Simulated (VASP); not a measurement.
A run of VASP 6.6.1 is set up as follows.

INCAR

```
  PREC = Accurate
  ENCUT = 520
  EDIFF = 1E-6
  ISMEAR = 0
  SIGMA = 0.1
  LREAL = False
  LASPH = True
  NELM = 100
  ALGO = Normal
  ISIF = 2
  LWAVE = False
  LCHARG = False
  GGA = PE
  NBANDS = 28
```

KPOINTS

```
Automatic mesh
0
Gamma
  6 6 4
```

The input POSCAR:

```
PbS
1.0
    1.9900000000     -5.5550000000      0.0000000000
    1.9900000000      5.5550000000      0.0000000000
    0.0000000000      0.0000000000      4.1600000000
Pb S
2 2
Direct
    0.8694366500      0.1305633500      0.7500000000
    0.1305633500      0.8694366500      0.2500000000
    0.6452029100      0.3547970900      0.7500000000
    0.3547970900      0.6452029100      0.2500000000
```

Potentials or basis: VASP PAW PBE potentials, release 64 (Pb_d, S).

Command:

```console
$ cat potpaw_PBE.64/Pb_d/POTCAR potpaw_PBE.64/S/POTCAR > POTCAR
$ mpirun -np 1 vasp_std > vasp.out
```

Predict the largest force.

1.590 eV/Å.

What does it give for the pressure?

12.3 GPa.

What does it give for the band gap on the k mesh?

1.42 eV, indirect (least direct gap 1.61 eV).

Stress tensor (GPa, compression positive):
```
10.02  0.00  0.00
 0.00 17.56  0.00
 0.00  0.00  9.41
```

Caveat: spin-orbit coupling is left out, which moves the levels of the heavy elements; forces of over 1 eV/Å act on the atoms, so gaps and moduli don't describe the material at rest. A k mesh can miss the band edges.
